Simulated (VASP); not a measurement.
Input of a VASP 6.6.1 run:

The input INCAR:

```
SYSTEM = Ta7Mo9
ALGO = Normal ; EDIFF = 1E-6
ENCUT = 400 ; GGA = PE
GGA_COMPAT = .False. ; ISIF = 2
ISMEAR = -1 ; ISYM = -1
LASPH = .True. ; LCHARG = .False.
LREAL = Auto ; LWAVE = .False.
NBANDS = 116 ; NELM = 120
PREC = Accurate ; SIGMA = 0.3835
```

The input KPOINTS:

```
explicit points
1
Reciprocal
  0.25000000   0.25000000   0.25000000 1
```

The input POSCAR:

```
Ta7Mo9
1.0
    6.4357620000      0.0753480000     -0.1865720000
    0.0753480000      6.5467160000      0.2328530000
   -0.1865720000      0.2328530000      6.2967750000
Mo Ta
9 7
Direct
    0.4729091072      0.7182269729      0.7128584542
    0.7536273907      0.5257106325      0.9896006244
    0.5076563810      0.7227543864      0.1803257920
    0.5061339257      0.2687750337      0.1959305114
    1.0269495699      0.6960615229      0.2853100232
    0.1478930437      0.9148941090      1.0025881285
    0.9455813368      0.3180166946      0.2150341817
    0.2197354097      0.5445780142      0.9939308377
    0.2526916557      1.0109943717      0.3758000111
    0.9746262489      0.2762213747      0.7849800879
    1.0163364240      0.8348446299      0.6329417587
    0.4236802036      0.2351111064      0.7761888485
    0.2537400912      0.4510165445      0.4691327292
    0.6729724010      0.4721357829      0.5017242276
    0.7097301708      0.9980847636      0.4155615765
    0.7509592869     -0.0316972960      0.9854367969
```

Potentials or basis: VASP PAW PBE potentials, release 64 (Mo_sv, Ta_pv).

Run with:

```sh
$ cat potpaw_PBE.64/Mo_sv/POTCAR potpaw_PBE.64/Ta_pv/POTCAR > POTCAR
$ mpirun -np 1 vasp_std > vasp.out
```

Problem. Estimate the largest force.

Solution. 6.354 eV/Å.

Problem. Estimate the pressure.

Solution. 27.2 GPa.

Problem. What does it give for the band gap on the k mesh?

Solution. Zero (an odd number of electrons rules out a gap without spin polarisation).

Forces on the atoms (eV/Å):
```
Mo  -0.509  2.313 -0.773
Mo  -2.156  1.832 -4.067
Mo  -1.245  1.065  2.785
Mo  -1.792 -0.865 -1.392
Mo  -4.820  1.359 -0.957
Mo   3.034  4.096 -1.339
Mo   2.179 -5.476  2.375
Mo   1.027 -2.602 -3.091
Mo   0.492  1.624  1.326
Ta   0.444 -1.272 -2.007
Ta   0.373 -2.463  4.379
Ta   1.468 -2.704  0.040
Ta   0.116  0.131  1.432
Ta   3.424  1.091  0.807
Ta  -0.587  0.754  2.307
Ta  -1.447  1.117 -1.826
```

Caveat: the atoms stand as in a frame of molecular dynamics; so wide a smearing shifts energies and pressures; spin-orbit coupling is left out, which moves the levels of the heavy elements.
